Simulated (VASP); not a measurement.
Wanted: the native input for a VASP 6.6.1 run.

* Task: relaxation of cell and atoms
* Functional: LDA
* Potentials or basis: VASP PAW LDA potentials, release 64 (Sc_sv, Cu)
* Cutoff: 600 eV
* k mesh: 13 × 13 × 13
* Occupations: fermi-dirac, width 0.05 eV
* Spin: no spin polarisation
* Dipole correction: no
* Further INCAR settings: ALGO = Normal; EDIFF = 1e-07; IBRION = 2; EDIFFG = -0.005; NSW = 32; ISIF = 3

The structure of ScCu lies in POSCAR:

```
ScCu
1.0
    3.1670556362      0.0000000000      0.0000000000
    0.0000000000      3.1670556362      0.0000000000
    0.0000000000      0.0000000000      3.1670556362
Sc Cu
1 1
Direct
    0.5000000000      0.5000000000      0.5000000000
    0.0000000000      0.0000000000      0.0000000000
```

One way to write it, as run:

INCAR

```
SYSTEM = ScCu
ALGO = Normal
EDIFF = 1E-7
EDIFFG = -0.005
ENCUT = 600
IBRION = 2
ISIF = 3
ISMEAR = -1
LASPH = .True.
LCHARG = .False.
LREAL = .False.
LWAVE = .False.
NELM = 100
NSW = 32
PREC = Accurate
SIGMA = 0.05
```

KPOINTS

```
k-points
0
Gamma
  13 13 13
  0 0 0
```

Potentials or basis: VASP PAW LDA potentials, release 64 (Sc_sv, Cu).

Launch:

```bash
$ cat potpaw_LDA.64/Sc_sv/POTCAR potpaw_LDA.64/Cu/POTCAR > POTCAR
$ mpirun -np 1 vasp_std > vasp.out
```

Results of the run:

- Relaxed volume: 15.97 Å³/atom
- Relaxed cell: a = 3.173 Å, b = 3.173 Å, c = 3.173 Å, α = 90.00°, β = 90.00°, γ = 90.00°
- Space group after relaxing (to 0.05 Å): Pm-3m (No. 221)
- Energy gained by relaxing: 0.2 meV/atom
- Ionic steps: 3
- Pressure after relaxing: 0.0 GPa
- Band gap on the k mesh: zero (band 11 reaches 6.47 eV, above the bottom of band 12 at 4.40 eV)

Run time: 95 s on 1 thread of Intel(R) Xeon(R) Platinum 8259CL CPU @ 2.50GHz (Skylake/Cascade Lake), with other jobs on the host, peak memory 0.19 GiB.
